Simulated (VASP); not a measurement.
Si3N4:

```xyz
14
Lattice="7.6170 0.0000 0.0000 -3.8085 6.5965 0.0000 0.0000 0.0000 2.8260" Properties=species:S:1:pos:R:3 pbc="T T T"
Si   -1.5990    5.0657    0.7065
Si    2.4304    1.1481    2.1195
Si    0.2209    2.6789    0.7065
Si    5.4075    1.5308    2.1195
Si    1.3781    5.4484    0.7065
Si    3.5876    3.9176    2.1195
N     0.0000    4.3977    0.7065
N     3.8085    2.1988    2.1195
N     2.3977    0.1979    0.7065
N     1.0275    2.1755    2.1195
N     6.2467    1.9776    0.7065
N     1.4108    6.3986    2.1195
N     2.7810    4.4211    0.7065
N    -2.4382    4.6190    2.1195
```

This cell differs from its parent crystal: z stretched by -3 %.

```yaml
Program: VASP 6.6.1
Task: relaxation of the atoms
Functional: PBE
Potentials_or_basis: VASP PAW PBE potentials, release 64 (Si, N)
Cutoff: 520 eV
k_mesh: 4 × 4 × 9
Occupations: fermi-dirac, width 0.02 eV
Spin: no spin polarisation
```

At the start: pressure 12.7 GPa; volume 10.14 Å³/atom.

Task: How do energy, volume and symmetry change on relaxing?

Result: Over 9 steps the energy falls by 2.9 meV/atom; space group P6_3/m (No. 176, to 0.1 Å) before and after.

Step by step:
```csv
step,energy change (eV),largest force (eV/Å),pressure (GPa)
1,0.0000,0.6045,12.69
2,0.1084,1.3108,12.34
3,-0.0347,0.0994,12.42
4,-0.0370,0.0527,12.37
5,-0.0385,0.0748,12.30
6,-0.0391,0.0706,12.26
7,-0.0393,0.0449,12.27
8,-0.0402,0.0303,12.21
9,-0.0407,0.0141,12.12
```

Final structure:
```cif
data_structure
_symmetry_space_group_name_H-M 'P 1'
_symmetry_Int_Tables_number 1
_cell_length_a 7.6170
_cell_length_b 7.6170
_cell_length_c 2.8260
_cell_angle_alpha 90.000
_cell_angle_beta 90.000
_cell_angle_gamma 120.000
_cell_volume 141.99
loop_
_atom_site_label
_atom_site_type_symbol
_atom_site_fract_x
_atom_site_fract_y
_atom_site_fract_z
_atom_site_occupancy
Si1 Si 0.17372 0.76623 0.25000 1
Si2 Si 0.40750 0.17372 0.75000 1
Si3 Si 0.23377 0.40750 0.25000 1
Si4 Si 0.82628 0.23377 0.75000 1
Si5 Si 0.59250 0.82628 0.25000 1
Si6 Si 0.76623 0.59250 0.75000 1
N1 N 0.33333 0.66667 0.25000 1
N2 N 0.66667 0.33333 0.75000 1
N3 N 0.32950 0.02659 0.25000 1
N4 N 0.30291 0.32950 0.75000 1
N5 N 0.97341 0.30291 0.25000 1
N6 N 0.67050 0.97341 0.75000 1
N7 N 0.69709 0.67050 0.25000 1
N8 N 0.02659 0.69709 0.75000 1
```

Caveat: the cell differs from its parent crystal (z stretched by -3 %).
